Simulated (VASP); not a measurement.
Input of a VASP 6.6.1 run:

The input INCAR:

```
ALGO = Normal
EDIFF = 1E-7
EDIFFG = -0.05
ENCUT = 600
GGA = PS
GGA_COMPAT = F
IBRION = 2
ISIF = 3
ISMEAR = 0
LASPH = T
LCHARG = F
LREAL = F
LWAVE = F
NELM = 120
NELMIN = 4
NSW = 80
PREC = Accurate
PSTRESS = 6.1
SIGMA = 0.1
```

KPOINTS

```
k-points
0
Gamma
  8 8 8
```

POSCAR

```
MgO
1.0
    0.0000000000      2.1085000000      2.1085000000
    2.1085000000      0.0000000000      2.1085000000
    2.1085000000      2.1085000000      0.0000000000
Mg O
1 1
Direct
    0.0000000000      0.0000000000      0.0000000000
    0.5000000000      0.5000000000      0.5000000000
```

Potentials or basis: VASP PAW PBE potentials, release 64 (Mg, O).

Command:

```bash
$ cat potpaw_PBE.64/Mg/POTCAR potpaw_PBE.64/O/POTCAR > POTCAR
$ mpirun -np 1 vasp_std > vasp.out
```

(1) Estimate the relaxed volume.

(2) What does it give for the space group after relaxing (to 0.1 Å)?

(3) Predict the band gap on the k mesh.

## Answers

(1) 9.24 Å³/atom.

(2) Fm-3m (No. 225).

(3) 4.74 eV.

Caveat: the cell is relaxed towards a set pressure, so the run minimises the enthalpy, not the energy; the PAW data sets were made with another functional, which shifts forces and pressure a little.
